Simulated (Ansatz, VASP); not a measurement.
# One calculation of Si2Mo, two programs

```
Si Mo
1.0
     4.61302    0.00000    0.00000
    -2.30651    3.99500    0.00000
     0.00000    0.00000    6.60947
Si Mo
6 3
Direct
  0.16398 0.83602 0.83333
  0.32796 0.16398 0.16667
  0.83602 0.67204 0.50000
  0.83602 0.16398 0.83333
  0.67204 0.83602 0.16667
  0.16398 0.32796 0.50000
  0.50000 0.00000 0.50000
  0.00000 0.50000 0.16667
  0.50000 0.50000 0.83333
```

Alike in both runs: functional PBE; k mesh 12 × 12 × 6; occupations gaussian, width 0.01 eV; no spin polarisation.

Ansatz relaxed the structure, and its values are those at the end. VASP's run is a single point on that final structure, the one shown.

|  | VASP | Ansatz |
| --- | --- | --- |
| version | VASP 6.6.1 | Ansatz 0.2.0 |
| potentials or method | VASP PAW PBE potentials, release 64 (Si, Mo_sv), cutoff 520 eV | scalar-relativistic, plane waves, PAW |
| valence electrons in the cell | 66 | 66 |

```csv
,VASP,Ansatz,Ansatz less VASP
gap on the k mesh at the Fermi level (eV),0.06,0.06,+0.003
least direct gap on the mesh (eV),0.52,0.52,+0.002
pressure (GPa),0.2,0.0,-0.15
```
